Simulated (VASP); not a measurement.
A run of VASP 6.6.1 is set up as follows.

The input INCAR:

```
ALGO = Normal
EDIFF = 1E-7
ENCUT = 520
GGA = PS
ISIF = 2
ISMEAR = -1
LASPH = T
LCHARG = F
LREAL = F
LWAVE = F
NBANDS = 11
NELM = 100
PREC = Accurate
SIGMA = 0.05
```

File KPOINTS:

```
k-points
0
Gamma
  10 10 10
```

File POSCAR:

```
BP
1.0
    0.0000000000      2.2537713532      2.2537713532
    2.2537713532      0.0000000000      2.2537713532
    2.2537713532      2.2537713532      0.0000000000
P B
1 1
Direct
    0.7500000000      0.7500000000      0.7500000000
    0.0000000000      0.0000000000      0.0000000000
```

Potentials or basis: VASP PAW PBE potentials, release 64 (P, B).

Command:

```sh
$ cat potpaw_PBE.64/P/POTCAR potpaw_PBE.64/B/POTCAR > POTCAR
$ mpirun -np 1 vasp_std > vasp.out
```

(1) Predict the band gap on the k mesh.

(2) Estimate the pressure.

## Answers

(1) 1.10 eV, indirect (least direct gap 3.39 eV).

(2) 1.5 GPa.

Caveat: the PAW data sets were made with another functional, which shifts forces and pressure a little.
